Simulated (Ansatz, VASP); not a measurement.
**One calculation of CuO2, two programs**

INCAR

```
PREC = Accurate ; ENCUT = 520
EDIFF = 1E-7 ; ISMEAR = -1
SIGMA = 0.05 ; LREAL = False
LASPH = True ; NELM = 60
ALGO = Normal ; ISIF = 2
LWAVE = False ; LCHARG = False
GGA = PS ; NBANDS = 32
```

The input KPOINTS:

```
Automatic mesh
0
Gamma
  9 9 5
```

POSCAR

```
CuO2
1.0
    1.3561104000     -5.0023171200      0.0000000000
    1.3561104000      5.0023171200      0.0000000000
    0.0000000000      0.0000000000      4.3434240000
Cu O
2 4
Direct
    0.1672530000      0.8327470000      0.7500000000
    0.8327470000      0.1672530000      0.2500000000
    0.7889700000      0.2110300000      0.7500000000
    0.2110300000      0.7889700000      0.2500000000
    0.5514860000      0.4485140000      0.7500000000
    0.4485140000      0.5514860000      0.2500000000
```

input.yaml

```yaml
crystal:
  lattice:
    - [1.3561104, -5.00231712, 0.0]
    - [1.3561104, 5.00231712, 0.0]
    - [0.0, 0.0, 4.343424]
  atoms:
    - { symbol: Cu, position: [0.167253, 0.832747, 0.75] }
    - { symbol: Cu, position: [0.832747, 0.167253, 0.25] }
    - { symbol: O, position: [0.78897, 0.21103, 0.75] }
    - { symbol: O, position: [0.21103, 0.78897, 0.25] }
    - { symbol: O, position: [0.551486, 0.448514, 0.75] }
    - { symbol: O, position: [0.448514, 0.551486, 0.25] }
hamiltonian:
  xc: pbesol
  pseudopotentials: { kind: paw }
kpoints:
  mp_grid: { grid: [9, 9, 5] }
  band_path:
    path:
      - [[0.0, 0.0, 0.0], [0.2683733209, 0.2683733209, 0.0], [0.0, 0.5, 0.0], [0.0, 0.5, 0.5], [0.2683733209, 0.2683733209, 0.5], [0.0, 0.0, 0.5], [0.0, 0.0, 0.0], [-0.5, 0.5, 0.0], [-0.2683733209, 0.7316266791, 0.0], [-0.2683733209, 0.7316266791, 0.5], [-0.5, 0.5, 0.5], [-0.5, 0.5, 0.0]]
      - [[0.0, 0.0, 0.5], [-0.5, 0.5, 0.5]]
    npoints: 14
scf:
  occupations: { method: fermi_dirac, width: 0.05 }
  n_extra_bands: 15
output:
  forces: true
  stress: true
  eigenvalues: true
  fatbands: true
```

Alike in both runs: functional PBEsol; k mesh 9 × 9 × 5; occupations fermi-dirac, width 0.05 eV; no spin polarisation.

```csv
,VASP,Ansatz
version,VASP 6.6.1,Ansatz 0.2.0
potentials or method,"VASP PAW PBE potentials, release 64 (Cu, O)",Ansatz PAW
plane-wave cutoff (eV),520,420
valence electrons in the cell,46,62
task,single point,band structure
```

|  | VASP | Ansatz | Ansatz less VASP |
| --- | --- | --- | --- |
| gap on the k mesh at the Fermi level (eV) | none | none | - |
| pressure (GPa) | 9.4 | 8.1 | -1.23 |
| traceless stress, the component that is largest in VASP (GPa) | -8.37 | -6.62 | +1.747 |
| rms of the force components (eV/Å) | 0.433 | 0.356 | -0.0767 |

VASP's potentials were made for PBE, not for PBEsol. Atom by atom the forces differ by 0.077 eV/Å (rms over components). A gap of «none» marks a metal or a gap that the smearing closes. VASP's potentials hold 46 valence electrons a cell and Ansatz's 62, so a difference there can come from the potentials and not from the codes.
